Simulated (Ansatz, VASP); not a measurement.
## Two plane-wave programs on Au

Contents of POSCAR:

```
Au
1.0
    2.7484100000      0.0000000000      0.0000000000
    0.0000000000      2.7484100000      0.0000000000
    0.0000000000      0.0000000000      2.7484100000
Au
1
Direct
    0.5000000000      0.5000000000      0.5000000000
```

Contents of INCAR.step1:

```
SYSTEM = Au
  PREC = Accurate
  ENCUT = 600
  EDIFF = 1E-5
  ISMEAR = -1
  SIGMA = 0.05
  LREAL = .FALSE.
  LASPH = .TRUE.
  NELM = 100
  ALGO = Normal
  LWAVE = .TRUE.
  LCHARG = .FALSE.
  GGA = PE
  NBANDS = 12
```

File INCAR.step2:

```
SYSTEM = Au
  PREC = Accurate
  ENCUT = 600
  EDIFF = 1E-6
  ISMEAR = -1
  SIGMA = 0.05
  LREAL = .FALSE.
  LASPH = .TRUE.
  NELM = 100
  ALGO = Normal
  ISIF = 3
  LWAVE = .FALSE.
  LCHARG = .FALSE.
  GGA = PE
  LHFCALC = .TRUE.
  AEXX = 0.25
  HFSCREEN = 0.3
  PRECFOCK = Normal
  IBRION = 2
  NSW = 60
  EDIFFG = -0.01
  ISTART = 1
```

Contents of KPOINTS:

```
Automatic mesh
0
G
  5 5 5
  0 0 0
```

The input input:

```
crystal:
  lattice:
    - [2.74841, 0.0, 0.0]
    - [0.0, 2.74841, 0.0]
    - [0.0, 0.0, 2.74841]
  atoms:
    - { symbol: Au, position: [0.5, 0.5, 0.5] }
hamiltonian:
  xc: { exchange: pbe, correlation: pbe, exx: { coeff: 0.25, omega: 0.3 } }
  pseudopotentials: { kind: paw }
kpoints:
  mp_grid: { grid: [5, 5, 5] }
scf:
  occupations: { method: fermi_dirac, width: 0.05 }
output:
  forces: true
  stress: true
  eigenvalues: true
relax:
  f_tol: 0.01
  max_steps: 40
  cell: { stress_tol: 0.05 }
```

Alike in both runs: task relaxation of cell and atoms; functional PBE-based screened hybrid; k mesh 5 × 5 × 5; occupations fermi-dirac, width 0.05 eV; no spin polarisation.

|  | VASP | Ansatz |
| --- | --- | --- |
| version | VASP 6.6.1 | Ansatz 0.2.0 |
| potentials or method | VASP PAW PBE potentials, release 64 (Au) | Ansatz PAW |
| plane-wave cutoff (eV) | 600 | 420 |
| valence electrons in the cell | 11 | 19 |

|  | VASP | Ansatz | Ansatz less VASP |
| --- | --- | --- | --- |
| gap on the k mesh at the Fermi level, each at its own relaxed structure (eV) | none | none | - |
| relaxed volume (Å³/atom) | 20.59 | 20.56 | -0.035 |
| relaxed cell length with the largest relative difference (Å) | 2.741 | 2.739 | -0.0016 |

VASP's potentials were made for PBE, not for PBE-based screened hybrid. A gap of «none» marks a metal or a gap that the smearing closes. VASP's potentials hold 11 valence electrons a cell and Ansatz's 19, so a difference there can come from the potentials and not from the codes.

The k mesh is coarse, so the values compare programs but aren't converged. Neither program's run includes spin-orbit coupling. Noted on Ansatz's run: the plane-wave basis is chosen anew once the cell has moved, so the energies of steps on either side of that aren't comparable.
